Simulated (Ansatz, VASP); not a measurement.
**WSe2 in VASP and in Ansatz**

The input INCAR:

```
ALGO = Normal
EDIFF = 1E-7
ENCUT = 520
GGA = PS
ISIF = 2
ISMEAR = -1
LASPH = True
LCHARG = True
LELF = True
LREAL = False
LVHAR = True
LWAVE = False
NBANDS = 35
NELM = 100
PREC = Accurate
SIGMA = 0.08
```

Contents of KPOINTS:

```
k-points
0
Gamma
  11 11 3
```

Contents of POSCAR:

```
WSe2
1.0
    3.2899984505      0.0000000000      0.0000000000
   -1.6449992252      2.8492222365      0.0000000000
    0.0000000000      0.0000000000     12.5809000000
W Se
2 4
Direct
    0.3333333333      0.6666666667      0.2500000000
    0.6666666667      0.3333333333      0.7500000000
    0.3333333333      0.6666666667      0.6210000000
    0.6666666667      0.3333333333      0.1210000000
    0.3333333333      0.6666666667      0.8790000000
    0.6666666667      0.3333333333      0.3790000000
```

Input for Ansatz:

```yaml
crystal:
  lattice:
    - [3.2899984505, 0.0, 0.0]
    - [-1.6449992252, 2.8492222365, 0.0]
    - [0.0, 0.0, 12.5809]
  atoms:
    - { symbol: W, position: [0.3333333333, 0.6666666667, 0.25] }
    - { symbol: W, position: [0.6666666667, 0.3333333333, 0.75] }
    - { symbol: Se, position: [0.3333333333, 0.6666666667, 0.621] }
    - { symbol: Se, position: [0.6666666667, 0.3333333333, 0.121] }
    - { symbol: Se, position: [0.3333333333, 0.6666666667, 0.879] }
    - { symbol: Se, position: [0.6666666667, 0.3333333333, 0.379] }
kpoints:
  mp_grid: { grid: [11, 11, 3] }
  band_path:
    path:
      - [0.0, 0.0, 0.0]
      - [0.5, 0.0, 0.0]
      - [0.3333333333, 0.3333333333, 0.0]
      - [0.0, 0.0, 0.0]
      - [0.0, 0.0, 0.5]
      - [0.5, 0.0, 0.5]
      - [0.3333333333, 0.3333333333, 0.5]
      - [0.0, 0.0, 0.5]
      - [0.5, 0.0, 0.5]
    npoints: 5
scf:
  occupations: { method: fermi_dirac, width: 0.08 }
hamiltonian:
  xc: pbesol
  pseudopotentials: { kind: all_electron, lapw: { basis_error: 0.0005 } }
output:
  forces: true
  stress: true
  eigenvalues: true
```

Change from the starting cell: zz strain of -3 %.

Alike in both runs: task single point; functional PBEsol; k mesh 11 × 11 × 3; occupations fermi-dirac, width 0.08 eV; no spin polarisation.

```csv
,VASP,Ansatz
version,VASP 6.6.1,Ansatz 0.2.0
potentials or method,"VASP PAW PBE potentials, release 64 (W_sv, Se), cutoff 520 eV","all-electron LAPW, scalar-relativistic"
```

|  | VASP | Ansatz | Ansatz less VASP |
| --- | --- | --- | --- |
| pressure (GPa) | 4.3 | 3.9 | -0.45 |
| traceless stress, the component that is largest in VASP (GPa) | 4.59 | 4.48 | -0.116 |
| rms of the force components (eV/Å) | 0.389 | 0.358 | -0.0307 |

VASP's potentials were made for PBE, not for PBEsol. Atom by atom the forces differ by 0.031 eV/Å (rms over components). Ansatz ran all-electron here, and VASP with PAW potentials.

Spin-orbit coupling is off throughout.
